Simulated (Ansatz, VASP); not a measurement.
# One calculation of ZnS, two programs

POSCAR

```
ZnS
1.0
    3.8109987816      0.0000000000      0.0000000000
   -1.9054993908      3.3004217586      0.0000000000
    0.0000000000      0.0000000000      6.2340000000
Zn S
2 2
Direct
    0.3333333333      0.6666666667      0.0000000000
    0.6666666667      0.3333333333      0.5000000000
    0.3765461193      0.6882730597      0.3775457944
    0.7098794526      0.3549397263      0.8775457944
```

File INCAR.step1:

```
ALGO = Normal
EDIFF = 1E-4
ENCUT = 520
GGA = PE
ISMEAR = 0
LASPH = T
LCHARG = F
LREAL = F
LWAVE = T
NBANDS = 26
NELM = 80
PREC = Accurate
SIGMA = 0.05
```

The input INCAR.step2:

```
ALGO = Normal
EDIFF = 1E-6
ENCUT = 520
ISIF = 2
ISMEAR = 0
ISTART = 1
LASPH = T
LCHARG = T
LELF = T
LMIXTAU = T
LREAL = F
LVHAR = T
LWAVE = F
METAGGA = R2SCAN
NBANDS = 26
NELM = 80
PREC = Accurate
SIGMA = 0.05
```

The input KPOINTS:

```
k-points
0
Gamma
  6 6 4
```

Input for Ansatz:

```yaml
crystal:
  lattice:
    - [3.8109987816, 0.0, 0.0]
    - [-1.9054993908, 3.3004217586, 0.0]
    - [0.0, 0.0, 6.234]
  atoms:
    - { symbol: Zn, position: [0.3333333333, 0.6666666667, 0.0] }
    - { symbol: Zn, position: [0.6666666667, 0.3333333333, 0.5] }
    - { symbol: S, position: [0.3765461193, 0.6882730597, 0.3775457944] }
    - { symbol: S, position: [0.7098794526, 0.3549397263, 0.8775457944] }
basis:
  ecutwfc: 500
kpoints:
  mp_grid: { grid: [6, 6, 4] }
hamiltonian:
  xc: r2scan
scf:
  occupations: { method: gaussian, width: 0.05 }
output:
  forces: true
  stress: true
  eigenvalues: true
```

Change from the starting cell: all S atoms moved -0.150 Å, as atom 3 towards its neighbour atom 2 (Zn) at 2.314 Å.

Alike in both runs: task single point; functional r2SCAN; k mesh 6 × 6 × 4; occupations gaussian, width 0.05 eV; no spin polarisation.

|  | VASP | Ansatz |
| --- | --- | --- |
| version | VASP 6.6.1 | Ansatz 0.2.0 |
| potentials or method | VASP PAW PBE potentials, release 64 (Zn, S), cutoff 520 eV | scalar-relativistic, plane waves, PAW |
| valence electrons in the cell | 36 | 36 |

```csv
,VASP,Ansatz,Ansatz less VASP
gap on the k mesh at the Fermi level (eV),2.76,2.75,-0.010
least direct gap on the mesh (eV),2.76,2.75,-0.010
pressure (GPa),0.8,0.7,-0.06
"traceless stress, the component that is largest in VASP (GPa)",1.90,1.89,-0.013
rms of the force components (eV/Å),0.561,0.558,-0.0023
```

VASP's potentials were made for PBE, not for r2SCAN. Atom by atom the forces differ by 0.003 eV/Å (rms over components).
